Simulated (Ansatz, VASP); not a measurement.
## One calculation of SnO, two programs

INCAR

```
SYSTEM = SnO
PREC     = Accurate       ! precision mode
ENCUT    = 520            ! plane-wave cutoff, eV
EDIFF    = 1E-6           ! SCF threshold, eV
ISMEAR   = 0              ! smearing method
SIGMA    = 0.05           ! smearing width, eV
LREAL    = .FALSE.        ! projectors in reciprocal space
LASPH    = .TRUE.         ! aspherical terms in the spheres
NELM     = 60             ! most SCF steps
ALGO     = Normal         ! electronic algorithm
ISIF     = 2              ! what is computed and relaxed
LWAVE    = .FALSE.        ! write WAVECAR
LCHARG   = .FALSE.        ! write CHGCAR
LDIPOL   = .TRUE.       
IDIPOL   = 3            
DIPOL    = 0.5 0.5 0.406
GGA      = PE             ! functional
IVDW     = 12             ! dispersion correction
NBANDS   = 50             ! bands
```

KPOINTS

```
regular mesh
0
G
  7 7 1
  0 0 0
```

Contents of POSCAR:

```
SnO
1.0
    3.8201528543      0.0002954551      0.0000000000
   -0.0003145191      3.8201528528      0.0000000000
    0.0000000000      0.0000000000     22.2260743460
Sn O
4 4
Direct
    0.9999452911      0.9999452911      0.2024649036
    0.4999452911      0.4999452911      0.3087831466
    0.8332786245      0.4999452911      0.5022496100
    1.3332786245      0.9999452911      0.6085678530
    0.9999461074      0.4999461074      0.2556240251
    0.4999461074      0.9999461074      0.2556240251
    0.8332778082      0.9999444748      0.5554087315
    1.3332778082      0.4999444748      0.5554087315
```

Input for Ansatz:

```yaml
crystal:
  lattice:
    - [3.8201528543, 0.0002954551, 0.0]
    - [-0.0003145191, 3.8201528528, 0.0]
    - [0.0, 0.0, 22.226074346]
  atoms:
    - { symbol: Sn, position: [0.9999452911, 0.9999452911, 0.2024649036] }
    - { symbol: O, position: [0.9999461074, 0.4999461074, 0.2556240251] }
    - { symbol: O, position: [0.4999461074, 0.9999461074, 0.2556240251] }
    - { symbol: Sn, position: [0.4999452911, 0.4999452911, 0.3087831466] }
    - { symbol: Sn, position: [0.8332786245, 0.4999452911, 0.50224961] }
    - { symbol: O, position: [0.8332778082, 0.9999444748, 0.5554087315] }
    - { symbol: O, position: [1.3332778082, 0.4999444748, 0.5554087315] }
    - { symbol: Sn, position: [1.3332786245, 0.9999452911, 0.608567853] }
basis:
  ecutwfc: 420
kpoints:
  mp_grid: { grid: [7, 7, 1] }
hamiltonian:
  xc: pbe
  pseudopotentials: { kind: paw, azcp: { folder: soft_1 } }
  dispersion: d3bj
scf:
  occupations: { method: gaussian, width: 0.05 }
output:
  forces: true
  eigenvalues: true
efield:
  axis: 3
  dipole_correction: true
  ramp_width: 0.04
```

Alike in both runs: task single point; functional PBE; dispersion D3(BJ); k mesh 7 × 7 × 1; occupations gaussian, width 0.05 eV; no spin polarisation.

|  | VASP | Ansatz |
| --- | --- | --- |
| version | VASP 6.6.1 | Ansatz 0.2.0 |
| potentials or method | VASP PAW PBE potentials, release 64 (Sn_d, O), cutoff 520 eV | scalar-relativistic, plane waves, PAW |
| valence electrons in the cell | 80 | 80 |

Ansatz gave:

```
gap on the k mesh at the Fermi level (eV) : 2.54
least direct gap on the mesh (eV)         : 2.63
rms of the force components (eV/Å)        : 0.011
```

Problem. What did VASP give for the same quantities?

Solution. gap on the k mesh at the Fermi level (eV): 2.53; least direct gap on the mesh (eV): 2.58; rms of the force components (eV/Å): 0.044.

Ansatz's warnings: structure snapped to symmetry.
